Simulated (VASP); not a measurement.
# BN (P6_3mc) in VASP: single point with r2SCAN

Aim: the single point of BN with r2SCAN.

All numbers are computed with VASP 6.6.1; they aren't measurements. Logs are shortened: lines on timing, memory, paths and dates and some standing lists are left out, and cuts for length are marked.

### 1 The cell of the first run

It takes space group P6_3mc (No. 186, hexagonal). The conventional cell has a = 2.518 Å, b = 2.518 Å, c = 4.165 Å, α = 90.00°, β = 90.00°, γ = 120.00°. Within 2.1 Å of B (site symmetry 3m) lie 4 N at 1.54 to 1.56 Å. N (site symmetry 3m) has 4 B at 1.54 to 1.56 Å within 2.1 Å.

### 2 Single point, r2SCAN (strained cell)

The input, POSCAR:

```
BN
1.0
    2.5178942316      0.0000000000      0.0000000000
   -1.2589471158      2.1805603686      0.0000000000
    0.0000000000      0.0000000000      4.1647815285
B N
2 2
Direct
    0.3333333333      0.6666666667     -0.0001892126
    0.6666666667      0.3333333333      0.4998107874
    0.3333333333      0.6666666667      0.3741892126
    0.6666666667      0.3333333333      0.8741892126
```

The input, INCAR.step1:

```
PREC     = Accurate       # precision mode
ENCUT    = 1460           # plane-wave cutoff, eV
ISMEAR   = 0              # smearing method
SIGMA    = 0.02           # smearing width, eV
LREAL    = F              # projectors in reciprocal space
LASPH    = T              # aspherical terms in the spheres
NELM     = 120            # most SCF steps
NBANDS   = 16             # bands
GGA      = PE             # functional
ALGO     = Normal         # electronic algorithm
EDIFF    = 1E-5           # SCF threshold, eV
LWAVE    = T              # write WAVECAR
LCHARG   = F              # write CHGCAR
GGA_COMPAT= F
```

The input, INCAR.step2:

```
PREC     = Accurate       # precision mode
ENCUT    = 1460           # plane-wave cutoff, eV
EDIFF    = 1E-6           # SCF threshold, eV
ISMEAR   = 0              # smearing method
SIGMA    = 0.02           # smearing width, eV
LREAL    = F              # projectors in reciprocal space
LASPH    = T              # aspherical terms in the spheres
NELM     = 120            # most SCF steps
ALGO     = Normal         # electronic algorithm
ISIF     = 2              # what is computed and relaxed
LWAVE    = F              # write WAVECAR
LCHARG   = F              # write CHGCAR
METAGGA  = R2SCAN         # meta-GGA
LMIXTAU  = T            
NBANDS   = 16             # bands
ISTART   = 1            
GGA_COMPAT= F
```

The input, KPOINTS:

```
Automatic mesh
0
Gamma
  9 9 6
```

Potentials or basis: VASP PAW PBE potentials, release 64 (B_h, N_h).

Run with:

```bash
cat potpaw_PBE.64/B_h/POTCAR potpaw_PBE.64/N_h/POTCAR > POTCAR
cp INCAR.step1 INCAR
mpirun -np 1 vasp_std > vasp.out
cp INCAR.step2 INCAR
mpirun -np 1 vasp_std > vasp.out
```

OUTCAR:

```text
PREC = Accurate
   ENCUT = 1460
   EDIFF = 1E-6
   ISMEAR = 0
   LREAL = F
   LASPH = T
   NELM = 120
   ISIF = 2
   METAGGA = R2SCAN
   ISTART = 1

 ion  position               nearest neighbor table
   1  0.333  0.667  1.000-
   2  0.667  0.333  0.500-
   3  0.333  0.667  0.374-
   4  0.667  0.333  0.874-

  LATTYP: Found a hexagonal cell.
 ALAT       =     2.5178942316
 C/A-ratio  =     1.6540732634

  Lattice vectors:

 A1 = (   2.5178942316,   0.0000000000,   0.0000000000)
 A2 = (  -1.2589471158,   2.1805603686,   0.0000000000)
 A3 = (   0.0000000000,   0.0000000000,   4.1647815285)

Analysis of symmetry for initial positions (statically):
=====================================================================
 Subroutine PRICEL returns:
 Original cell was already a primitive cell.

 Routine SETGRP: Setting up the symmetry group for a
 hexagonal supercell.

 Subroutine GETGRP returns: Found 12 space group operations
 (whereof  6 operations were pure point group operations)
 out of a pool of 24 trial point group operations.

The static configuration has the point symmetry C_3v.
 The point group associated with its full space group is C_6v.

Analysis of symmetry for dynamics (positions and initial velocities):
=====================================================================
 Subroutine PRICEL returns:
 Original cell was already a primitive cell.

 Routine SETGRP: Setting up the symmetry group for a
 hexagonal supercell.

 Subroutine GETGRP returns: Found 12 space group operations
 (whereof  6 operations were pure point group operations)
 out of a pool of 24 trial point group operations.

The dynamic configuration has the point symmetry C_3v.
 The point group associated with its full space group is C_6v.

 Subroutine INISYM returns: Found 12 space group operations
 (whereof  6 operations are pure point group operations),
 and found     1 'primitive' translations

----------------------------------------------------------------------------------------

                                     Primitive cell

  volume of cell :      22.8664

  direct lattice vectors                    reciprocal lattice vectors
[... 82 lines left out ...]
   PREC   = accura    normal or accurate (medium, high low for compatibility)
   ISTART =      1    job   : 0-new  1-cont  2-samecut
   ICHARG =      0    charge: 1-file 2-atom 10-const
   ISPIN  =      1    spin polarized calculation?
   LNONCOLLINEAR =      F non collinear calculations
   LSORBIT =      F    spin-orbit coupling
   LASPH  =      T    aspherical Exc in radial PAW
   ENCUT  = 1460.0 eV 107.31 Ry   10.36 a.u.   7.84  7.84 12.98*2*pi/ulx,y,z
   NELM   =    120;   NELMIN=  2; NELMDL=  0     # of ELM steps
   EDIFF  = 0.1E-05   stopping-criterion for ELM
   LREAL  =      F    real-space projection
[... 7 lines left out ...]
   TEBEG  =    0.0;   TEEND  =   0.0 temperature during run
   PSTRESS=    0.0 pullay stress
   NELECT =      16.0000    total number of electrons
   NUPDOWN=      -1.0000    fix difference up-down
   EMIN   =  10.00;   EMAX   =-10.00  energy-range for DOS
   EFERMI =   0.00;   METHOD = LEGACY
   ISMEAR =     0;   SIGMA  =   0.02  broadening in eV -4-tet -1-fermi 0-gaus
   EFERMI_NEDOS =   21; number of points for ismear=-14 and -15
   IALGO  =     38    algorithm
   IMIX   =      4    mixing-type and parameters
     AMIX     =   0.40;   BMIX     =  1.00
     AMIX_MAG =   1.60;   BMIX_MAG =  1.00
  volume/ion in A,a.u.               =       5.72        38.58
  Fermi-wavevector in a.u.,A,eV,Ry     =   1.453390  2.746509 28.740171  2.112343
  Thomas-Fermi vector in A             =   2.570662
   LORBIT       =      0    0 simple, 1 ext, 2 COOP (PROOUT), +10 PAW based schemes
   METAGGA = R2SCAN    functional components
   LHFCALC =     F    Hartree Fock is set to
   AEXX    =    0.0000 exact exchange contribution
   IVDW    =     0    specifies the selected vdW correction
   LEPSILON=     F    determine dielectric tensor
   LRPA    =     F    only Hartree local field effects (RPA)
 non-spin polarized calculation
 Gauss-broadening in eV      SIGMA  =   0.02
  energy-cutoff  :     1460.00
  volume of cell :       22.87
 maximum number of plane-waves:      2940
 NGX is ok and might be reduce to    32
   NGX = 15   NGY = 15   NGZ = 25

 number of electron      16.0000000 magnetization

 Free energy of the ion-electron system (eV)
  ---------------------------------------------------
  ext. energy  EPLUGINS =         0.00000000
  ---------------------------------------------------
  free energy    TOTEN  =       -38.30286883 eV

  energy without entropy =      -38.30286883  energy(sigma->0) =      -38.30286883

 E-fermi :   9.7586     XC(G=0): -13.9220

 val. band max:        9.5587985540   @ k =   0.0000   0.0000   0.0000
 cond. band min:      15.2373182201   @ k =   0.3333   0.3333   0.0000
 fundamental gap:      5.6785196661
 Fermi energy:         9.7585929394

 k-point     1 :       0.0000    0.0000    0.0000
  band No.  band energies     occupation
      1     -12.2991      2.00000
      2      -7.9118      2.00000
      3      -2.0726      2.00000
      4       7.2815      2.00000
      5       7.2815      2.00000
      6       9.2620      2.00000
[... 433 lines left out ...]
      3      -0.0946      2.00000
      4       1.2138      2.00000
      5       1.2138      2.00000
      6       3.3139      2.00000
[... 8 lines left out ...]
     15      27.2877      0.00000
     16      27.2877      0.00000

 [... further k-points ...]

------------------------ aborting loop because EDIFF is reached ----------------------------------------

  FORCE on cell =-STRESS in cart. coord.  units (eV):
  Direction    XX          YY          ZZ          XY          YZ          ZX
  --------------------------------------------------------------------------------------
  -------------------------------------------------------------------------------------
  Total        1.7429151      1.7429151      1.7660355      0.0000000      0.0000000      0.0000000
  in kB      122.1206206    122.1206206    123.7405943      0.0000000      0.0000000      0.0000000
  external PRESSURE =     122.6606118 kB  Pullay stress =       0.0000000 kB

 VOLUME and BASIS-vectors are now :
 -----------------------------------------------------------------------------
  energy-cutoff  :     1460.00
  volume of cell :       22.87
      direct lattice vectors                 reciprocal lattice vectors
     2.517894232  0.000000000  0.000000000     0.397157270  0.229298857  0.000000000
    -1.258947116  2.180560369  0.000000000     0.000000000  0.458597714  0.000000000
     0.000000000  0.000000000  4.164781528     0.000000000  0.000000000  0.240108633

 POSITION                                       TOTAL-FORCE (eV/Angst)
 -----------------------------------------------------------------------------------
     -0.00000      1.45371      4.16399         0.000000     -0.000000      0.002390
      1.25895      0.72685      2.08160        -0.000000      0.000000      0.002390
     -0.00000      1.45371      1.55842         0.000000      0.000000     -0.002390
      1.25895      0.72685      3.64081         0.000000     -0.000000     -0.002390
 -----------------------------------------------------------------------------------
    total drift:                               -0.000000      0.000000      0.006845

  FREE ENERGIE OF THE ION-ELECTRON SYSTEM (eV)
  ---------------------------------------------------
  free  energy   TOTEN  =       -38.3028688325 eV

  energy  without entropy=      -38.3028688325  energy(sigma->0) =      -38.30286883
```

OSZICAR.step1:

```text
N       E                     dE             d eps       ncg     rms          rms(c)
DAV:   1     0.881343173353E+02    0.88134E+02   -0.15823E+04  1536   0.222E+03
DAV:   2    -0.297561168571E+02   -0.11789E+03   -0.10533E+03  2216   0.303E+02
DAV:   3    -0.367580039620E+02   -0.70019E+01   -0.69385E+01  2160   0.674E+01
DAV:   4    -0.368081442085E+02   -0.50140E-01   -0.50131E-01  1632   0.663E+00
DAV:   5    -0.368085098609E+02   -0.36565E-03   -0.36565E-03  2048   0.573E-01    0.870E+00
DAV:   6    -0.349837599371E+02    0.18247E+01   -0.22217E+00  1888   0.133E+01    0.333E+00
DAV:   7    -0.348488377095E+02    0.13492E+00   -0.43590E-01  2016   0.518E+00    0.178E+00
DAV:   8    -0.348220178279E+02    0.26820E-01   -0.54811E-02  1824   0.209E+00    0.283E-01
DAV:   9    -0.348207481286E+02    0.12697E-02   -0.45038E-03  1848   0.728E-01    0.136E-01
DAV:  10    -0.348209000102E+02   -0.15188E-03   -0.79445E-04  1776   0.288E-01    0.346E-02
DAV:  11    -0.348209080187E+02   -0.80085E-05   -0.11949E-04  2024   0.106E-01    0.144E-02
DAV:  12    -0.348209069792E+02    0.10395E-05   -0.11762E-05   904   0.363E-02
   1 F= -.34820907E+02 E0= -.34820907E+02  d E =-.643652E-21
```

It took 4.1 min on 1 thread of Intel Xeon Platinum 8375C at 2.90GHz (Ice Lake), shared host; peak memory 0.26 GiB.

Results:

```
Free energy            : -38.3029 eV
Pressure               : 12.3 GPa
Band gap on the k mesh : 5.68 eV (least direct gap 9.15 eV)
```

Forces on the atoms (eV/Å):
```
B    0.000  0.000  0.002
B    0.000  0.000  0.002
N    0.000  0.000 -0.002
N    0.000  0.000 -0.002
```

Caveat: the cell differs from its parent crystal (strained cell); the cell stands under pressure; the PAW data sets were made with another functional, which shifts forces and pressure a little.
